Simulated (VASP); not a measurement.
# AlPt (P2_13) in VASP: notebook

AlPt is run at these levels: PBEsol; tasks: single point.

Everything below comes from runs of VASP 6.6.1. Logs are shortened: lines on timing, memory, paths and dates and some standing lists are left out, and cuts for length are marked.

### Step 1. The cell of the first run

It takes space group P2_13 (No. 198, cubic). The conventional cell has a = 4.911 Å, b = 4.911 Å, c = 4.911 Å, α = 90.00°, β = 90.00°, γ = 90.00°. Within 3.5 Å of Al (site symmetry 3) lie 7 Pt at 2.62 to 2.65 Å and 6 Al at 3.04 Å. Within 3.5 Å of Pt (site symmetry 3) lie 7 Al at 2.62 to 2.65 Å and 6 Pt at 3.04 Å.

### Step 2. Single point, PBEsol

INCAR reads:

```
  ALGO = Normal
  EDIFF = 1E-6
  ENCUT = 520
  GGA = PS
  ISIF = 2
  ISMEAR = 1
  LASPH = T
  LCHARG = T
  LELF = T
  LREAL = F
  LVHAR = T
  LWAVE = F
  NBANDS = 36
  NELM = 100
  PREC = Accurate
  SIGMA = 0.15
```

KPOINTS reads:

```
k-points
0
Gamma
  6 6 6
```

POSCAR reads:

```
AlPt
1.0
    4.9112437496      0.0000000000      0.0000000000
    0.0000000000      4.9112437496      0.0000000000
    0.0000000000      0.0000000000      4.9112437496
Al Pt
4 4
Direct
    0.8440320000      0.8440320000      0.8440320000
    0.6559680000      0.1559680000      0.3440320000
    0.3440320000      0.6559680000      0.1559680000
    0.1559680000      0.3440320000      0.6559680000
    0.1550630000      0.1550630000      0.1550630000
    0.3449370000      0.8449370000      0.6550630000
    0.6550630000      0.3449370000      0.8449370000
    0.8449370000      0.6550630000      0.3449370000
```

Potentials or basis: VASP PAW PBE potentials, release 64 (Al, Pt).

Command:

```console
$ cat potpaw_PBE.64/Al/POTCAR potpaw_PBE.64/Pt/POTCAR > POTCAR
$ mpirun -np 1 vasp_std > vasp.out
```

OUTCAR:

```text
EDIFF = 1E-6
   ENCUT = 520
   GGA = PS
   ISIF = 2
   ISMEAR = 1
   LASPH = T
   LREAL = F
   NELM = 100
   PREC = Accurate

 ion  position               nearest neighbor table
   1  0.844  0.844  0.844-   6 2.62   7 2.62   8 2.62   6 2.63   7 2.63   8 2.63   5 2.65   2 3.04
                             3 3.04   2 3.04   3 3.04   4 3.04   4 3.04
   2  0.656  0.156  0.344-   5 2.62   7 2.62   8 2.62   7 2.63   8 2.63   5 2.63   6 2.65   1 3.04
                             1 3.04   4 3.04   4 3.04   3 3.04   3 3.04
   3  0.344  0.656  0.156-   5 2.62   6 2.62   8 2.62   8 2.63   6 2.63   5 2.63   7 2.65   4 3.04
                             1 3.04   4 3.04   1 3.04   2 3.04   2 3.04
   4  0.156  0.344  0.656-   5 2.62   6 2.62   7 2.62   6 2.63   5 2.63   7 2.63   8 2.65   3 3.04
                             2 3.04   2 3.04   3 3.04   1 3.04   1 3.04
   5  0.155  0.155  0.155-   2 2.62   3 2.62   4 2.62   2 2.63   3 2.63   4 2.63   1 2.65   6 3.04
                             7 3.04   8 3.04   6 3.04   8 3.04   7 3.04
   6  0.345  0.845  0.655-   1 2.62   3 2.62   4 2.62   3 2.63   4 2.63   1 2.63   2 2.65   8 3.04
                             5 3.04   5 3.04   7 3.04   7 3.04   8 3.04
   7  0.655  0.345  0.845-   1 2.62   2 2.62   4 2.62   4 2.63   2 2.63   1 2.63   3 2.65   8 3.04
                             5 3.04   8 3.04   6 3.04   6 3.04   5 3.04
   8  0.845  0.655  0.345-   1 2.62   2 2.62   3 2.62   2 2.63   1 2.63   3 2.63   4 2.65   7 3.04
                             5 3.04   7 3.04   5 3.04   6 3.04   6 3.04

  LATTYP: Found a simple cubic cell.
 ALAT       =     4.9112437496

  Lattice vectors:

 A1 = (   4.9112437496,   0.0000000000,   0.0000000000)
 A2 = (   0.0000000000,   4.9112437496,   0.0000000000)
 A3 = (   0.0000000000,   0.0000000000,   4.9112437496)

Analysis of symmetry for initial positions (statically):
=====================================================================
 Subroutine PRICEL returns:
 Original cell was already a primitive cell.

 Routine SETGRP: Setting up the symmetry group for a
 simple cubic supercell.

 Subroutine GETGRP returns: Found 12 space group operations
 (whereof  3 operations were pure point group operations)
 out of a pool of 48 trial point group operations.

The static configuration has the point symmetry C_3 .
 The point group associated with its full space group is T   .

Analysis of symmetry for dynamics (positions and initial velocities):
=====================================================================
 Subroutine PRICEL returns:
 Original cell was already a primitive cell.

 Routine SETGRP: Setting up the symmetry group for a
 simple cubic supercell.

 Subroutine GETGRP returns: Found 12 space group operations
 (whereof  3 operations were pure point group operations)
 out of a pool of 48 trial point group operations.

The dynamic configuration has the point symmetry C_3 .
 The point group associated with its full space group is T   .

 Subroutine INISYM returns: Found 12 space group operations
 (whereof  3 operations are pure point group operations),
 and found     1 'primitive' translations

----------------------------------------------------------------------------------------

                                     Primitive cell

  volume of cell :     118.4607

  direct lattice vectors                    reciprocal lattice vectors
     4.911243750  0.000000000  0.000000000     0.203614410  0.000000000  0.000000000
     0.000000000  4.911243750  0.000000000     0.000000000  0.203614410  0.000000000
     0.000000000  0.000000000  4.911243750     0.000000000  0.000000000  0.203614410

  length of vectors
     4.911243750  4.911243750  4.911243750     0.203614410  0.203614410  0.203614410

  position of ions in fractional coordinates (direct lattice)
     0.844032000  0.844032000  0.844032000
     0.655968000  0.155968000  0.344032000
     0.344032000  0.655968000  0.155968000
     0.155968000  0.344032000  0.655968000
     0.155063000  0.155063000  0.155063000
     0.344937000  0.844937000  0.655063000
     0.655063000  0.344937000  0.844937000
     0.844937000  0.655063000  0.344937000

  ion indices of the primitive-cell ions
   primitive index   ion index
                 1           1
                 2           2
                 3           3
                 4           4
                 5           5
                 6           6
                 7           7
                 8           8

----------------------------------------------------------------------------------------

 KPOINTS: k-points

Automatic generation of k-mesh.
 Grid dimensions read from file:
 generate k-points for:    6    6    6

 Generating k-lattice:

  Cartesian coordinates                     Fractional coordinates (reciprocal lattice)
     0.033935735  0.000000000  0.000000000     0.166666667  0.000000000  0.000000000
     0.000000000  0.033935735  0.000000000     0.000000000  0.166666667  0.000000000
     0.000000000  0.000000000  0.033935735     0.000000000  0.000000000  0.166666667

  Length of vectors
     0.033935735  0.033935735  0.033935735

  Shift w.r.t. Gamma in fractional coordinates (k-lattice)
     0.000000000  0.000000000  0.000000000

 Subroutine IBZKPT returns following result:
 ===========================================

 Found     24 irreducible k-points:

 Following reciprocal coordinates:
            Coordinates               Weight
  0.000000  0.000000  0.000000      1.000000
  0.166667  0.000000  0.000000      6.000000
  0.333333  0.000000  0.000000      6.000000
  0.500000  0.000000  0.000000      3.000000
  0.166667  0.166667  0.000000     12.000000
  0.333333  0.166667  0.000000     12.000000
[... 16 lines left out ...]
  0.500000  0.500000  0.333333      6.000000
  0.500000  0.500000  0.500000      1.000000
   k-points           NKPTS =     24   k-points in BZ     NKDIM =     24   number of bands    NBANDS=     36
   number of dos      NEDOS =    301   number of ions     NIONS =      8
   total plane-waves  NPLWV =  64000
   dimension x,y,z NGX =    40 NGY =   40 NGZ =   40
   dimension x,y,z NGXF=    80 NGYF=   80 NGZF=   80
   ions per type =               4   4
   NGX,Y,Z   is equivalent  to a cutoff of  13.54, 13.54, 13.54 a.u.
   NGXF,Y,Z  is equivalent  to a cutoff of  27.08, 27.08, 27.08 a.u.
 SYSTEM =  unknown system
   PREC   = accura    normal or accurate (medium, high low for compatibility)
   ISTART =      0    job   : 0-new  1-cont  2-samecut
   ICHARG =      2    charge: 1-file 2-atom 10-const
   ISPIN  =      1    spin polarized calculation?
   LNONCOLLINEAR =      F non collinear calculations
   LSORBIT =      F    spin-orbit coupling
   LASPH  =      T    aspherical Exc in radial PAW
   ENCUT  =  520.0 eV  38.22 Ry    6.18 a.u.   9.13  9.13  9.13*2*pi/ulx,y,z
   NELM   =    100;   NELMIN=  2; NELMDL= -5     # of ELM steps
   EDIFF  = 0.1E-05   stopping-criterion for ELM
   LREAL  =      F    real-space projection
   EDIFFG = 0.1E-04   stopping-criterion for IOM
   NSW    =      0    number of steps for IOM
   IBRION =     -1    ionic relax: 0-MD 1-quasi-New 2-CG
   NFREE  =      0    steps in history (QN), initial steepest desc. (CG)
   ISIF   =      2    stress and relaxation
   ISYM   =      2    0-nonsym 1-usesym 2-fastsym
   POTIM  = 0.5000    time-step for ionic-motion
   TEBEG  =    0.0;   TEEND  =   0.0 temperature during run
   PSTRESS=    0.0 pullay stress
   NELECT =      52.0000    total number of electrons
   NUPDOWN=      -1.0000    fix difference up-down
   EMIN   =  10.00;   EMAX   =-10.00  energy-range for DOS
   EFERMI =   0.00;   METHOD = LEGACY
   ISMEAR =     1;   SIGMA  =   0.15  broadening in eV -4-tet -1-fermi 0-gaus
   EFERMI_NEDOS =   21; number of points for ismear=-14 and -15
   IALGO  =     38    algorithm
   IMIX   =      4    mixing-type and parameters
     AMIX     =   0.40;   BMIX     =  1.00
     AMIX_MAG =   1.60;   BMIX_MAG =  1.00
  volume/ion in A,a.u.               =      14.81        99.93
  Fermi-wavevector in a.u.,A,eV,Ry     =   1.244184  2.351166 21.061720  1.547993
  Thomas-Fermi vector in A             =   2.378461
   LORBIT       =      0    0 simple, 1 ext, 2 COOP (PROOUT), +10 PAW based schemes
   GGA     = PS    functional components
   LHFCALC =     F    Hartree Fock is set to
   AEXX    =    0.0000 exact exchange contribution
   IVDW    =     0    specifies the selected vdW correction
   LEPSILON=     F    determine dielectric tensor
   LRPA    =     F    only Hartree local field effects (RPA)
 non-spin polarized calculation
 Methfessel and Paxton  Order N= 1 SIGMA  =   0.15
  energy-cutoff  :      520.00
  volume of cell :      118.46
 maximum number of plane-waves:      3218
 NGX is ok and might be reduce to    40
   NGX = 19   NGY = 19   NGZ = 19

 number of electron      52.0000005 magnetization

 Free energy of the ion-electron system (eV)
  ---------------------------------------------------
  ext. energy  EPLUGINS =         0.00000000
  ---------------------------------------------------
  free energy    TOTEN  =       -52.60575190 eV

  energy without entropy =      -52.60413190  energy(sigma->0) =      -52.60521190

 E-fermi :  10.1089     XC(G=0): -12.1715

 val. band max:       10.0720538854   @ k =  -0.3333   0.5000   0.0000
 cond. band min:      10.2768209508   @ k =   0.3333   0.3333   0.3333
 fundamental gap:      0.2047670654
 Fermi energy:        10.1088597632

 k-point     1 :       0.0000    0.0000    0.0000
  band No.  band energies     occupation
      1      -0.9572      2.00000
      2       3.3113      2.00000
      3       3.3113      2.00000
      4       3.3113      2.00000
      5       4.7690      2.00000
      6       4.7690      2.00000
[... 28 lines left out ...]
     35      15.0868      0.00000
     36      15.0868      0.00000

 k-point     2 :       0.1667    0.0000    0.0000
  band No.  band energies     occupation
      1      -0.7570      2.00000
      2       2.8369      2.00000
      3       3.3602      2.00000
      4       3.4615      2.00000
      5       4.5509      2.00000
      6       4.6825      2.00000
[... 28 lines left out ...]
     35      15.3473      0.00000
     36      16.0750      0.00000

 k-point     3 :       0.3333    0.0000    0.0000
  band No.  band energies     occupation
      1      -0.1713      2.00000
      2       1.8575      2.00000
      3       3.4495      2.00000
      4       3.5344      2.00000
      5       4.3189      2.00000
      6       4.5402      2.00000
[... 28 lines left out ...]
     35      15.5465      0.00000
     36      16.5671      0.00000

 k-point     4 :       0.5000    0.0000    0.0000
  band No.  band energies     occupation
      1       0.7456      2.00000
      2       0.7456      2.00000
      3       3.5188      2.00000
      4       3.5188      2.00000
      5       4.3572      2.00000
      6       4.3572      2.00000
[... 28 lines left out ...]
     35      16.0126      0.00000
     36      16.0126      0.00000

 k-point     5 :       0.1667    0.1667    0.0000
  band No.  band energies     occupation
      1      -0.5595      2.00000
      2       2.8644      2.00000
      3       3.0254      2.00000
      4       3.5666      2.00000
      5       4.4633      2.00000
      6       4.6402      2.00000
[... 655 lines left out ...]
 k-point    22 :       0.5000    0.3333    0.3333
  band No.  band energies     occupation
      1       2.0162      2.00000
      2       2.0162      2.00000
      3       3.1136      2.00000
      4       3.1136      2.00000
      5       3.8925      2.00000
      6       3.8925      2.00000
[... 28 lines left out ...]
     35      16.9288      0.00000
     36      16.9288      0.00000

 k-point    23 :       0.5000    0.5000    0.3333
  band No.  band energies     occupation
      1       2.6206      2.00000
      2       2.6206      2.00000
      3       2.6338      2.00000
      4       2.6338      2.00000
      5       4.0932      2.00000
      6       4.0932      2.00000
[... 28 lines left out ...]
     35      17.4260      0.00000
     36      17.4293      0.00000

 k-point    24 :       0.5000    0.5000    0.5000
  band No.  band energies     occupation
      1       2.8539      2.00000
      2       2.8539      2.00000
      3       2.8539      2.00000
      4       2.8539      2.00000
      5       4.1492      2.00000
      6       4.1492      2.00000
[... 28 lines left out ...]
     35      17.1497      0.00000
     36      17.1497      0.00000

------------------------ aborting loop because EDIFF is reached ----------------------------------------

  FORCE on cell =-STRESS in cart. coord.  units (eV):
  Direction    XX          YY          ZZ          XY          YZ          ZX
  --------------------------------------------------------------------------------------
  -------------------------------------------------------------------------------------
  Total       -3.7488377     -3.7488377     -3.7488377      0.0000000     -0.0000000      0.0000000
  in kB      -50.7028951    -50.7028951    -50.7028951      0.0000000     -0.0000000      0.0000000
  external PRESSURE =     -50.7028951 kB  Pullay stress =       0.0000000 kB

 VOLUME and BASIS-vectors are now :
 -----------------------------------------------------------------------------
  energy-cutoff  :      520.00
  volume of cell :      118.46
      direct lattice vectors                 reciprocal lattice vectors
     4.911243750  0.000000000  0.000000000     0.203614410  0.000000000  0.000000000
     0.000000000  4.911243750  0.000000000     0.000000000  0.203614410  0.000000000
     0.000000000  0.000000000  4.911243750     0.000000000  0.000000000  0.203614410

 POSITION                                       TOTAL-FORCE (eV/Angst)
 -----------------------------------------------------------------------------------
      4.14525      4.14525      4.14525        -0.009335     -0.009335     -0.009335
      3.22162      0.76600      1.68963         0.009335      0.009335     -0.009335
      1.68963      3.22162      0.76600        -0.009335      0.009335      0.009335
      0.76600      1.68963      3.22162         0.009335     -0.009335      0.009335
      0.76155      0.76155      0.76155        -0.026917     -0.026917     -0.026917
      1.69407      4.14969      3.21717         0.026917      0.026917     -0.026917
      3.21717      1.69407      4.14969        -0.026917      0.026917      0.026917
      4.14969      3.21717      1.69407         0.026917     -0.026917      0.026917
 -----------------------------------------------------------------------------------
    total drift:                               -0.000000     -0.000000      0.000000

  FREE ENERGIE OF THE ION-ELECTRON SYSTEM (eV)
  ---------------------------------------------------
  free  energy   TOTEN  =       -52.6057518972 eV

  energy  without entropy=      -52.6041319005  energy(sigma->0) =      -52.60521190
```

Run time: 91 s. Hardware: 1 thread of Intel Xeon 8259CL, shared host; peak memory 0.28 GiB.

What came out:

```yaml
Free_energy: -52.6058 eV
Pressure: -5.1 GPa
Largest_force: 0.047 eV/Å
Band_gap_on_the_k_mesh: zero (bands 26 and 27 overlap by 1.17 eV)
```

Forces on the atoms (eV/Å):
```
Al  -0.009 -0.009 -0.009
Al   0.009  0.009 -0.009
Al  -0.009  0.009  0.009
Al   0.009 -0.009  0.009
Pt  -0.027 -0.027 -0.027
Pt   0.027  0.027 -0.027
Pt  -0.027  0.027  0.027
Pt   0.027 -0.027  0.027
```

Caveat: the cell stands under tension; the PAW data sets were made with another functional, which shifts forces and pressure a little; spin-orbit coupling is left out, which moves the levels of the heavy elements.

### Step 3. Single point, PBEsol

This run uses another cell than the first one, of 15.10 Å³/atom.

INCAR reads:

```
SYSTEM = AlPt
  PREC = Accurate
  ENCUT = 520
  EDIFF = 1E-6
  ISMEAR = 1
  SIGMA = 0.15
  LREAL = .FALSE.
  LASPH = .TRUE.
  NELM = 60
  ALGO = Normal
  ISIF = 2
  LWAVE = .FALSE.
  LCHARG = .TRUE.
  GGA = PS
  LELF = .TRUE.
  LVHAR = .TRUE.
  NBANDS = 36
```

KPOINTS reads:

```
Automatic mesh
0
G
  6 6 6
  0 0 0
```

Edit POSCAR of step 2 so:

```diff
@@ -2,5 +2,5 @@
 1.0
-    4.9112437496      0.0000000000      0.0000000000
-    0.0000000000      4.9112437496      0.0000000000
-    0.0000000000      0.0000000000      4.9112437496
+    4.9431358364      0.0000000000      0.0000000000
+    0.0000000000      4.9431358364      0.0000000000
+    0.0000000000      0.0000000000      4.9431358364
 Al Pt
```

Potentials or basis: VASP PAW PBE potentials, release 64 (Al, Pt).

Command:

```console
$ cat potpaw_PBE.64/Al/POTCAR potpaw_PBE.64/Pt/POTCAR > POTCAR
$ mpirun -np 1 vasp_std > vasp.out
```

Wall time 98 s (1 thread of Intel Xeon 8259CL, shared host); peak memory 0.28 GiB.

It converged, with:

```yaml
Free_energy: -52.5087 eV
Pressure: -8.4 GPa
Largest_force: 0.042 eV/Å
Band_gap_on_the_k_mesh: zero (bands 26 and 27 overlap by 1.17 eV)
```

Forces in eV/Å, atoms in the order of the input:
```
Al  -0.019 -0.019 -0.019
Al   0.019  0.019 -0.019
Al  -0.019  0.019  0.019
Al   0.019 -0.019  0.019
Pt  -0.024 -0.024 -0.024
Pt   0.024  0.024 -0.024
Pt  -0.024  0.024  0.024
Pt   0.024 -0.024  0.024
```

Levels at points of the mesh, in eV from the Fermi level:
```tsv
k point	band 22	band 23	band 24	band 25	band 26	band 27	band 28	band 29	band 30	band 31
(0.00, 0.00, 0.00)	-1.71	-1.71	-1.71	-0.27	-0.27	-0.27	3.99	3.99	3.99	4.19
(0.50, 0.00, 0.00)	-2.26	-1.49	-1.49	-0.69	-0.69	1.11	1.11	2.51	2.51	4.34
(0.50, 0.50, 0.00)	-2.32	-2.13	-2.13	0.33	0.33	1.19	1.19	2.61	2.61	3.02
(0.50, 0.50, 0.50)	-2.42	-2.42	-2.42	-0.84	-0.84	-0.84	-0.84	6.32	6.32	6.32
```

Caveat: the cell stands under tension; the PAW data sets were made with another functional, which shifts forces and pressure a little; spin-orbit coupling is left out, which moves the levels of the heavy elements.

[end of part 1 of 2]

The gap in the log of VASP goes by the Fermi energy; the results here count the filled bands.